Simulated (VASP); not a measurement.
**Cd2TeO3: single point with PBE**

Crystal: Cd2TeO3.

```
Cd Te O
1.0
     6.00676    0.00000    0.00000
    -3.00338    5.20201    0.00000
     0.00000    0.00000    3.02273
Cd Te O
2 1 3
Direct
  0.33333 0.66667 0.50000
  0.66667 0.33333 0.50000
  0.00000 0.00000 0.50000
  0.00000 0.50000 0.00000
  0.50000 0.00000 0.00000
  0.50000 0.50000 0.00000
```

| Property | Result |
| --- | --- |
| Program | VASP 6.6.1 |
| Task | single point |
| Functional | PBE |
| Potentials or basis | VASP PAW PBE potentials, release 64 (Cd, Te, O) |
| Cutoff | 520 eV |
| k mesh | 6 × 6 × 12 |
| Occupations | gaussian, width 0.1 eV |
| Spin | no spin polarisation |

* Pressure: 1.0 GPa
* Band gap on the k mesh: zero (band 24 reaches 3.49 eV, above the bottom of band 25 at 2.72 eV)

Stress tensor (GPa, compression positive):
```
0.83 0.00 0.00
0.00 0.83 0.00
0.00 0.00 1.25
```

Levels at points of the mesh, in eV from the Fermi level:
```csv
k point,band 20,band 21,band 22,band 23,band 24,band 25,band 26,band 27,band 28,band 29
"(0.00, 0.00, 0.00)",-1.05,-0.79,0.01,0.01,0.51,0.51,1.75,4.18,5.47,5.47
"(0.50, 0.00, 0.00)",-1.47,-0.90,-0.68,-0.45,0.01,0.19,4.10,4.53,4.69,8.03
"(0.00, 0.00, 0.50)",-1.54,-1.54,-0.50,-0.50,-0.47,0.16,0.16,4.26,7.48,7.53
"(0.50, 0.00, 0.50)",-1.30,-1.24,-0.89,-0.81,0.16,0.23,0.43,5.14,6.42,7.11
```

Wall time 95 s on 1 thread of Intel(R) Xeon(R) 6975P-C (Granite Rapids) (shared host), peak memory 0.3 GiB.

Caveat: spin-orbit coupling is left out, which moves the levels of the heavy elements.
